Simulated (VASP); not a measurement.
# NiO2 (P-3m1) in VASP: a series of runs

The runs below take NiO2 through single point, with PBEsol.

Program: VASP 6.6.1. These are calculated values, not measurements. Logs are shortened: lines on timing, memory, paths and dates and some standing lists are left out, and cuts for length are marked.

### 1 The cell of the first run

The structure is trigonal, space group P-3m1 (No. 164). Conventional cell: a = 2.748 Å, b = 2.748 Å, c = 5.104 Å, α = 90.00°, β = 90.00°, γ = 120.00°. Within 2.6 Å of Ni (site symmetry -3m) lie 6 O at 2.00 Å. O (site symmetry 3m) has 3 Ni at 2.00 Å within 2.6 Å.

### 2 Single point, PBEsol (c/a of the conventional cell at fixed volume 1.8576)

The input, INCAR:

```
PREC = Accurate
ENCUT = 520
EDIFF = 1E-6
ISMEAR = 0
SIGMA = 0.05
LREAL = False
LASPH = True
NELM = 80
ALGO = Normal
ISIF = 2
LWAVE = False
LCHARG = False
GGA = PS
NBANDS = 18
```

The input, KPOINTS:

```
Automatic mesh
0
Gamma
  12 12 6
```

The input, POSCAR:

```
NiO2
1.0
    2.7478231521      0.0000000000      0.0000000000
   -1.3739115761      2.3796846548      0.0000000000
    0.0000000000      0.0000000000      5.1043562873
Ni O
1 2
Direct
    0.0000000000      0.0000000000      0.5000000000
    0.6666666667      0.3333333333      0.7379352920
    0.3333333333      0.6666666667      0.2620647080
```

Potentials or basis: VASP PAW PBE potentials, release 64 (Ni, O).

On the command line:

```console
> cat potpaw_PBE.64/Ni/POTCAR potpaw_PBE.64/O/POTCAR > POTCAR
> mpirun -np 1 vasp_std > vasp.out
```

OUTCAR:

```text
PREC = Accurate
   ENCUT = 520
   EDIFF = 1E-6
   ISMEAR = 0
   LREAL = False
   LASPH = True
   NELM = 80
   ISIF = 2
   GGA = PS

 ion  position               nearest neighbor table
   1  0.000  0.000  0.500-   2 2.00   3 2.00   2 2.00   3 2.00   2 2.00   3 2.00
   2  0.667  0.333  0.738-   1 2.00   1 2.00   1 2.00
   3  0.333  0.667  0.262-   1 2.00   1 2.00   1 2.00

  LATTYP: Found a hexagonal cell.
 ALAT       =     2.7478231521
 C/A-ratio  =     1.8576000000

  Lattice vectors:

 A1 = (   2.7478231521,   0.0000000000,   0.0000000000)
 A2 = (  -1.3739115761,   2.3796846548,   0.0000000000)
 A3 = (   0.0000000000,   0.0000000000,   5.1043562873)

Analysis of symmetry for initial positions (statically):
=====================================================================
 Subroutine PRICEL returns:
 Original cell was already a primitive cell.

 Routine SETGRP: Setting up the symmetry group for a
 hexagonal supercell.

 Subroutine GETGRP returns: Found 12 space group operations
 (whereof 12 operations were pure point group operations)
 out of a pool of 24 trial point group operations.

The static configuration has the point symmetry D_3d.

Analysis of symmetry for dynamics (positions and initial velocities):
=====================================================================
 Subroutine PRICEL returns:
 Original cell was already a primitive cell.

 Routine SETGRP: Setting up the symmetry group for a
 hexagonal supercell.

 Subroutine GETGRP returns: Found 12 space group operations
 (whereof 12 operations were pure point group operations)
 out of a pool of 24 trial point group operations.

The dynamic configuration has the point symmetry D_3d.

 Subroutine INISYM returns: Found 12 space group operations
 (whereof 12 operations are pure point group operations),
 and found     1 'primitive' translations

----------------------------------------------------------------------------------------

                                     Primitive cell

  volume of cell :      33.3771

  direct lattice vectors                    reciprocal lattice vectors
     2.747823152  0.000000000  0.000000000     0.363924439  0.210111873  0.000000000
    -1.373911576  2.379684655  0.000000000     0.000000000  0.420223746  0.000000000
     0.000000000  0.000000000  5.104356287     0.000000000  0.000000000  0.195911089

  length of vectors
[... 83 lines left out ...]
   NELM   =     80;   NELMIN=  2; NELMDL= -5     # of ELM steps
   EDIFF  = 0.1E-05   stopping-criterion for ELM
   LREAL  =      F    real-space projection
   EDIFFG = 0.1E-04   stopping-criterion for IOM
   NSW    =      0    number of steps for IOM
   IBRION =     -1    ionic relax: 0-MD 1-quasi-New 2-CG
   NFREE  =      0    steps in history (QN), initial steepest desc. (CG)
   ISIF   =      2    stress and relaxation
   ISYM   =      2    0-nonsym 1-usesym 2-fastsym
   POTIM  = 0.5000    time-step for ionic-motion
   TEBEG  =    0.0;   TEEND  =   0.0 temperature during run
   PSTRESS=    0.0 pullay stress
   NELECT =      22.0000    total number of electrons
   NUPDOWN=      -1.0000    fix difference up-down
   EMIN   =  10.00;   EMAX   =-10.00  energy-range for DOS
   EFERMI =   0.00;   METHOD = LEGACY
   ISMEAR =     0;   SIGMA  =   0.05  broadening in eV -4-tet -1-fermi 0-gaus
   EFERMI_NEDOS =   21; number of points for ismear=-14 and -15
   IALGO  =     38    algorithm
   IMIX   =      4    mixing-type and parameters
     AMIX     =   0.40;   BMIX     =  1.00
     AMIX_MAG =   1.60;   BMIX_MAG =  1.00
  volume/ion in A,a.u.               =      11.13        75.08
  Fermi-wavevector in a.u.,A,eV,Ry     =   1.424730  2.692350 27.617874  2.029856
  Thomas-Fermi vector in A             =   2.545190
   LORBIT       =      0    0 simple, 1 ext, 2 COOP (PROOUT), +10 PAW based schemes
   GGA     = PS    functional components
   LHFCALC =     F    Hartree Fock is set to
   AEXX    =    0.0000 exact exchange contribution
   IVDW    =     0    specifies the selected vdW correction
   LEPSILON=     F    determine dielectric tensor
   LRPA    =     F    only Hartree local field effects (RPA)
 non-spin polarized calculation
 Gauss-broadening in eV      SIGMA  =   0.05
  energy-cutoff  :      520.00
  volume of cell :       33.38
 maximum number of plane-waves:       918
   NGX = 11   NGY = 11   NGZ = 19

 number of electron      22.0000011 magnetization

 Free energy of the ion-electron system (eV)
  ---------------------------------------------------
  ext. energy  EPLUGINS =         0.00000000
  ---------------------------------------------------
  free energy    TOTEN  =       -17.66306112 eV

  energy without entropy =      -17.66306112  energy(sigma->0) =      -17.66306112

 E-fermi :   1.9305     XC(G=0): -10.8722

 val. band max:        1.6352897341   @ k =   0.0833   0.0833   0.5000
 cond. band min:       2.3541571445   @ k =   0.2500  -0.0000   0.3333
 fundamental gap:      0.7188674105
 Fermi energy:         1.9305199998

 k-point     1 :       0.0000    0.0000    0.0000
  band No.  band energies     occupation
      1     -16.5538      2.00000
      2     -15.2988      2.00000
      3      -3.7122      2.00000
      4      -1.9108      2.00000
      5      -1.9108      2.00000
      6       0.0614      2.00000
[... 481 lines left out ...]
      5      -1.7871      2.00000
      6      -0.7507      2.00000
[... 10 lines left out ...]
     17      19.3088      0.00000
     18      22.0182      0.00000

 [... further k-points ...]

------------------------ aborting loop because EDIFF is reached ----------------------------------------

  FORCE on cell =-STRESS in cart. coord.  units (eV):
  Direction    XX          YY          ZZ          XY          YZ          ZX
  --------------------------------------------------------------------------------------
  -------------------------------------------------------------------------------------
  Total       -2.9884813     -2.9884813     -8.9953056      0.0000000     -0.0000000      0.0000000
  in kB     -143.4537652   -143.4537652   -431.7947259      0.0000000     -0.0000000      0.0000000
  external PRESSURE =    -239.5674188 kB  Pullay stress =       0.0000000 kB

 VOLUME and BASIS-vectors are now :
 -----------------------------------------------------------------------------
  energy-cutoff  :      520.00
  volume of cell :       33.38
      direct lattice vectors                 reciprocal lattice vectors
     2.747823152  0.000000000  0.000000000     0.363924439  0.210111873  0.000000000
    -1.373911576  2.379684655  0.000000000     0.000000000  0.420223746  0.000000000
     0.000000000  0.000000000  5.104356287     0.000000000  0.000000000  0.195911089

 POSITION                                       TOTAL-FORCE (eV/Angst)
 -----------------------------------------------------------------------------------
      0.00000      0.00000      2.55218        -0.000000      0.000000      0.000000
      1.37391      0.79323      3.76668        -0.000000      0.000000     -3.662440
     -0.00000      1.58646      1.33767         0.000000     -0.000000      3.662440
 -----------------------------------------------------------------------------------
    total drift:                                0.000000      0.000000     -0.000000

  FREE ENERGIE OF THE ION-ELECTRON SYSTEM (eV)
  ---------------------------------------------------
  free  energy   TOTEN  =       -17.6630611185 eV

  energy  without entropy=      -17.6630611185  energy(sigma->0) =      -17.66306112
```

OSZICAR:

```text
N       E                     dE             d eps       ncg     rms          rms(c)
DAV:   1     0.155238678977E+03    0.15524E+03   -0.11704E+04  3632   0.146E+03
DAV:   2    -0.112292613271E+02   -0.16647E+03   -0.15517E+03  3862   0.312E+02
DAV:   3    -0.253735158951E+02   -0.14144E+02   -0.13913E+02  4230   0.102E+02
DAV:   4    -0.255582677343E+02   -0.18475E+00   -0.18455E+00  4404   0.120E+01
DAV:   5    -0.255606915256E+02   -0.24238E-02   -0.24235E-02  4116   0.137E+00    0.252E+01
DAV:   6    -0.390678917004E+02   -0.13507E+02   -0.62984E+01  4506   0.183E+02    0.513E+01
DAV:   7    -0.186986982883E+02    0.20369E+02   -0.22298E+01  4224   0.102E+02    0.107E+01
DAV:   8    -0.178365316320E+02    0.86217E+00   -0.49441E+00  4608   0.578E+01    0.517E+00
DAV:   9    -0.181448734258E+02   -0.30834E+00   -0.20764E+00  4988   0.427E+01    0.661E+00
DAV:  10    -0.177101374263E+02    0.43474E+00   -0.42534E-01  4516   0.193E+01    0.191E+00
DAV:  11    -0.176851520428E+02    0.24985E-01   -0.63757E-02  5158   0.319E+00    0.140E+00
DAV:  12    -0.176632052611E+02    0.21947E-01   -0.20220E-02  4406   0.494E+00    0.165E-01
DAV:  13    -0.176631106027E+02    0.94658E-04   -0.47054E-03  4180   0.637E-01    0.998E-02
DAV:  14    -0.176631467997E+02   -0.36197E-04   -0.12452E-04  3986   0.968E-02    0.101E-01
DAV:  15    -0.176630782619E+02    0.68538E-04   -0.14477E-04  4320   0.320E-01    0.380E-02
DAV:  16    -0.176630611146E+02    0.17147E-04   -0.42027E-05  5424   0.103E-01    0.624E-03
DAV:  17    -0.176630611185E+02   -0.39422E-08   -0.52200E-06  3848   0.211E-02
   1 F= -.17663061E+02 E0= -.17663061E+02  d E =-.323326E-18
```

stdout:

```text
POSCAR found type information on POSCAR NiO
 POSCAR found :  2 types and       3 ions
 scaLAPACK will be used
 -----------------------------------------------------------------------------
|                                                                             |
|                                                                             |
|     You enforced a specific xc type in the INCAR file but a different       |
|     I HOPE YOU KNOW WHAT YOU ARE DOING!                                     |
|                                                                             |
 -----------------------------------------------------------------------------

 LDA part: xc-table for (Slater+PW92), standard interpolation
 POSCAR, INCAR and KPOINTS ok, starting setup
 FFT: planning ... GRIDC
 FFT: planning ... GRID_SOFT
 FFT: planning ... GRID
 WAVECAR not read
 entering main loop
```

Run time: 77 s. Hardware: 1 thread of Intel Xeon Platinum 8375C at 2.90GHz (Ice Lake), shared host; peak memory 0.18 GiB.

Results:

* Free energy: -17.6631 eV
* Pressure: -24.0 GPa
* Largest force: 3.662 eV/Å
* Band gap on the k mesh: 0.72 eV, indirect (least direct gap 0.75 eV)

Forces in eV/Å, atoms in the order of the input:
```
Ni   0.000  0.000  0.000
O    0.000  0.000 -3.662
O    0.000  0.000  3.662
```

Stress tensor (GPa, compression positive):
```
-14.35   0.00   0.00
  0.00 -14.35   0.00
  0.00   0.00 -43.18
```

Caveat: the PAW data sets were made with another functional, which shifts forces and pressure a little. A k mesh can miss the band edges.

### 3 Single point, PBEsol (c/a of the conventional cell at fixed volume 1.7861)

The input, INCAR:

```
ALGO = Normal ; EDIFF = 1E-6
ENCUT = 520 ; GGA = PS
ISIF = 2 ; ISMEAR = 0
LASPH = True ; LCHARG = False
LREAL = False ; LWAVE = False
NBANDS = 18 ; NELM = 80
PREC = Accurate ; SIGMA = 0.05
```

The input, KPOINTS:

```
k-points
0
Gamma
  12 12 6
```

The input, POSCAR:

```
NiO2
1.0
    2.7839850047      0.0000000000      0.0000000000
   -1.3919925024      2.4110017378      0.0000000000
    0.0000000000      0.0000000000      4.9726140668
Ni O
1 2
Direct
    0.0000000000      0.0000000000      0.5000000000
    0.6666666667      0.3333333333      0.7379352920
    0.3333333333      0.6666666667      0.2620647080
```

Potentials or basis: VASP PAW PBE potentials, release 64 (Ni, O).

On the command line:

```console
> cat potpaw_PBE.64/Ni/POTCAR potpaw_PBE.64/O/POTCAR > POTCAR
> mpirun -np 1 vasp_std > vasp.out
```

It took 80 s on 1 thread of Intel Xeon Platinum 8375C at 2.90GHz (Ice Lake), shared host; peak memory 0.19 GiB.

It converged, with:

- Free energy: -17.8023 eV
- Pressure: -25.0 GPa
- Largest force: 3.479 eV/Å
- Band gap on the k mesh: 0.69 eV, indirect (least direct gap 0.72 eV)

Forces on the atoms (eV/Å):
```
Ni   0.000  0.000  0.000
O    0.000  0.000 -3.479
O    0.000  0.000  3.479
```

Stress tensor (GPa, compression positive):
```
-17.51   0.00   0.00
  0.00 -17.51   0.00
  0.00   0.00 -39.89
```

Levels at points of the mesh, in eV from the valence-band top:
```
           k point  band 9  band 10  band 11  band 12  band 13  band 14
(0.00, 0.00, 0.00)   -0.61    -0.30    -0.30     1.70     1.70     6.55
(0.50, 0.00, 0.00)   -1.47    -1.04    -0.49     1.48     1.67    10.66
(0.00, 0.00, 0.50)   -0.51    -0.35    -0.35     1.75     1.75     7.84
(0.50, 0.00, 0.50)   -1.35    -1.04    -0.53     1.51     1.57    10.37
```

Caveat: the PAW data sets were made with another functional, which shifts forces and pressure a little. Spin polarisation is off, so any magnetic state and its effect on volume and gap are missing.

### 4 Single point, PBEsol (c/a of the conventional cell at fixed volume 1.9290)

The input, INCAR:

```
SYSTEM = NiO2
  ALGO = Normal
  EDIFF = 1E-6
  ENCUT = 520
  GGA = PS
  ISIF = 2
  ISMEAR = 0
  LASPH = .TRUE.
  LCHARG = .FALSE.
  LREAL = .FALSE.
  LWAVE = .FALSE.
  NBANDS = 18
  NELM = 80
  PREC = Accurate
  SIGMA = 0.05
```

The input, KPOINTS:

```
k-points
0
G
  12 12 6
  0 0 0
```

The input, POSCAR:

```
NiO2
1.0
    2.7134934025      0.0000000000      0.0000000000
   -1.3567467013      2.3499542196      0.0000000000
    0.0000000000      0.0000000000      5.2343287735
Ni O
1 2
Direct
    0.0000000000      0.0000000000      0.5000000000
    0.6666666667      0.3333333333      0.6373845568
    0.3333333333      0.6666666667      0.3626154432
```

On the command line:

```console
> cat potpaw_PBE.64/Ni/POTCAR potpaw_PBE.64/O/POTCAR > POTCAR
> mpirun -np 1 vasp_std > vasp.out
```

Run time: 58 s. Hardware: 1 thread of Intel Xeon Platinum 8375C at 2.90GHz (Ice Lake), shared host; peak memory 0.18 GiB.

The run converged. Its results:

```
Free energy            : -17.2043 eV
Pressure               : 55.8 GPa
Largest force          : 6.311 eV/Å
Band gap on the k mesh : 1.08 eV, indirect (least direct gap 1.71 eV)
```

Forces in eV/Å, atoms in the order of the input:
```
Ni   0.000  0.000  0.000
O    0.000  0.000  6.311
O    0.000  0.000 -6.311
```

Stress tensor (GPa, compression positive):
```
62.13  0.00  0.00
 0.00 62.13  0.00
 0.00  0.00 43.26
```

Levels at points of the mesh, in eV from the valence-band top:
| k point | band 7 | band 8 | band 9 | band 10 | band 11 | band 12 | band 13 | band 14 | band 15 | band 16 |
| --- | --- | --- | --- | --- | --- | --- | --- | --- | --- | --- |
| (0.00, 0.00, 0.00) | -3.13 | -2.33 | -1.97 | -1.97 | -0.11 | 2.82 | 2.82 | 6.75 | 11.49 | 14.11 |
| (0.50, 0.00, 0.00) | -4.65 | -2.90 | -2.69 | -2.12 | -1.24 | 1.54 | 2.80 | 12.10 | 12.33 | 14.09 |
| (0.00, 0.00, 0.50) | -3.13 | -2.66 | -1.98 | -1.98 | 0.00 | 2.82 | 2.82 | 7.62 | 10.60 | 12.57 |
| (0.50, 0.00, 0.50) | -4.62 | -2.90 | -2.68 | -2.01 | -1.27 | 1.53 | 2.80 | 11.29 | 12.52 | 14.72 |

Caveat: the PAW data sets were made with another functional, which shifts forces and pressure a little.

### 5 Single point, PBEsol (c/a of the conventional cell at fixed volume 1.7147)

The input, INCAR:

```
SYSTEM = NiO2
PREC = Accurate
ENCUT = 520
EDIFF = 1E-6
ISMEAR = 0
SIGMA = 0.05
LREAL = .False.
LASPH = .True.
NELM = 80
ALGO = Normal
ISIF = 2
LWAVE = .False.
LCHARG = .False.
GGA = PS
NBANDS = 18
```

The input, KPOINTS:

```
Automatic mesh
0
Gamma
  12 12 6
  0 0 0
```

The input, POSCAR:

```
NiO2
1.0
    2.8221285779      0.0000000000      0.0000000000
   -1.4110642890      2.4440350412      0.0000000000
    0.0000000000      0.0000000000      4.8391038725
Ni O
1 2
Direct
    0.0000000000      0.0000000000      0.5000000000
    0.6666666667      0.3333333333      0.7127976082
    0.3333333333      0.6666666667      0.2872023918
```

On the command line:

```console
> cat potpaw_PBE.64/Ni/POTCAR potpaw_PBE.64/O/POTCAR > POTCAR
> mpirun -np 1 vasp_std > vasp.out
```

Wall time 74 s (1 thread of Intel Xeon Platinum 8375C at 2.90GHz (Ice Lake), shared host); peak memory 0.19 GiB.

The run converged. Its results:

```
Free energy            : -18.5404 eV
Pressure               : -15.7 GPa
Largest force          : 1.814 eV/Å
Band gap on the k mesh : 0.85 eV, indirect (least direct gap 0.97 eV)
```

Forces on the atoms (eV/Å):
```
Ni   0.000  0.000  0.000
O    0.000  0.000 -1.814
O    0.000  0.000  1.814
```

Stress tensor (GPa, compression positive):
```
-14.57   0.00   0.00
  0.00 -14.57   0.00
  0.00   0.00 -18.08
```

Levels at points of the mesh, in eV from the valence-band top:
```csv
k point,band 9,band 10,band 11,band 12,band 13,band 14
"(0.00, 0.00, 0.00)",-0.75,-0.63,-0.49,1.98,1.98,7.20
"(0.50, 0.00, 0.00)",-1.52,-1.42,-0.83,1.52,1.93,11.84
"(0.00, 0.00, 0.50)",-0.78,-0.78,-0.22,2.02,2.02,8.87
"(0.50, 0.00, 0.50)",-1.49,-1.42,-0.87,1.53,1.86,11.42
```

Caveat: the PAW data sets were made with another functional, which shifts forces and pressure a little.

### 6 The runs side by side

```csv
cell,gap on the mesh (eV),pressure (GPa),largest force (eV/Å)
"a = 2.748, b = 2.748, c = 5.104 Å, angles 90.0, 90.0, 120.0°, 3 atoms",0.72,-24.0,3.66
"a = 2.784, b = 2.784, c = 4.973 Å, angles 90.0, 90.0, 120.0°, 3 atoms",0.69,-25.0,3.48
"a = 2.713, b = 2.713, c = 5.234 Å, angles 90.0, 90.0, 120.0°, 3 atoms",1.08,55.8,6.31
"a = 2.822, b = 2.822, c = 4.839 Å, angles 90.0, 90.0, 120.0°, 3 atoms",0.85,-15.7,1.81
```

Alike in all rows: task single point; level PBEsol; potentials or basis VASP PAW PBE potentials, release 64 (Ni, O); no spin polarisation; k mesh 12 × 12 × 6; cutoff (eV) 520; smearing gaussian 0.05 eV.

Caveats: the PAW data sets were made with another functional, which shifts forces and pressure a little.

Absolute energies hang on the potentials; compare differences alone.
